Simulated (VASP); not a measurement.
Input of a VASP 6.6.1 run:

File INCAR:

```
SYSTEM = O
PREC = Accurate
ENCUT = 520
EDIFF = 1E-6
ISMEAR = -1
SIGMA = 0.02
LREAL = Auto
LASPH = .True.
NELM = 150
ALGO = Normal
ISIF = 2
LWAVE = .False.
LCHARG = .True.
ISPIN = 2
MAGMOM = 1 1 1 1 1 1 1 1 1 1 1 1 1 1 1 1 1 1 1 1
LORBIT = 11
GGA = PE
IVDW = 12
LELF = .True.
LVHAR = .True.
NBANDS = 80
```

Contents of KPOINTS:

```
regular mesh
0
Gamma
  1 1 1
  0 0 0
```

Contents of POSCAR:

```
O
1.0
    8.0259570000      0.0000000000      0.0000000000
    0.0000000000      8.0259570000      0.0000000000
    0.0000000000      0.0000000000      8.0259570000
O
20
Direct
    0.6573297116      0.7983471628      0.7901736827
    0.7417308615      0.6784736076      0.7436122571
    0.8563589364      0.2490793310      0.5556097547
    0.7560219921      0.3191768907      0.4712210644
    0.1568784881      0.6510874653      0.7163880893
    0.0867061710      0.6294327268      0.8485343243
    0.6679203489      0.4106550783     -0.0405434517
    0.7063705923      0.4662995329      0.0969853190
    0.2668342230      0.4354122505      0.2109530365
    0.3827580935      0.4931748326      0.2888502891
    0.0329804907      0.2315860900      1.0141594329
   -0.0651012708      0.1371674431      0.9606954037
    0.2537890497     -0.0599554670      1.0163896966
    0.3525062494      0.0036381954      0.9173360884
    1.0089014930      0.7871210872      0.3027053347
    0.9339322401      0.7973379374      0.1677806148
    0.5595096012      0.8765808239      0.1958520336
    0.5907831303      0.9989712130      0.2834552939
    0.2061062625      1.0045032636      0.5363472543
    0.3264906602      1.0992084807      0.5140944563
```

Potentials or basis: VASP PAW PBE potentials, release 64 (O).

The run is started by

```sh
$ cat potpaw_PBE.64/O/POTCAR > POTCAR
$ mpirun -np 1 vasp_gam > vasp.out
```

(1) Predict the net moment.

(2) Predict the largest force.

(3) What does it give for the dispersion energy per atom?

(4) What does it give for the pressure?

## Answers

(1) 20.00 μB per cell.

(2) 5.352 eV/Å.

(3) -0.028 eV.

(4) 1.2 GPa.

Caveat: the k points lie up to 0.78 Å⁻¹ apart; the standard files for N, O and F lose accuracy on very short bonds; the atoms stand as in a frame of molecular dynamics.
